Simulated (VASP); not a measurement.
Input of a VASP 6.6.1 run:

The input INCAR:

```
ALGO = Normal
EDIFF = 1E-6
ENCUT = 520
GGA = PS
ISIF = 2
ISMEAR = 0
ISPIN = 2
LASPH = True
LCHARG = False
LDAU = True
LDAUJ = 0.5 0
LDAUL = 2 -1
LDAUPRINT = 1
LDAUTYPE = 1
LDAUU = 4 0
LMAXMIX = 4
LORBIT = 11
LREAL = False
LWAVE = False
MAGMOM = 2.34 -0.02
NBANDS = 18
NELM = 150
NUPDOWN = 2.25
PREC = Accurate
SIGMA = 0.05
```

The input KPOINTS:

```
k-points
0
Gamma
  9 9 9
```

File POSCAR:

```
CoO
1.0
   -1.5080004400      1.5080004400      2.1072503600
    1.5080004400     -1.5080004400      2.1072503600
    1.5080004400      1.5080004400     -2.1072503600
Co O
1 1
Direct
    0.0000000000      0.0000000000      0.0000000000
    0.5000000000      0.5000000000      0.0000000000
```

Potentials or basis: VASP PAW PBE potentials, release 64 (Co, O).

Launch:

```sh
$ cat potpaw_PBE.64/Co/POTCAR potpaw_PBE.64/O/POTCAR > POTCAR
$ mpirun -np 1 vasp_std > vasp.out
```

Q: Predict the pressure.

A: -12.9 GPa.

Eigenvalues of the final occupation matrices:
```tsv
site	spin	trace	eigenvalues
site 1 d	1	4.75	0.91 0.95 0.96 0.96 0.96
site 1 d	2	2.51	0.11 0.12 0.66 0.66 0.96
```

Caveat: the PAW data sets were made with another functional, which shifts forces and pressure a little; the total moment is fixed, so each spin has its own Fermi level; a cell with one magnetic atom can't hold antiferromagnetic order, which such compounds often take. The state reached can hang on the start; a lower one may exist.
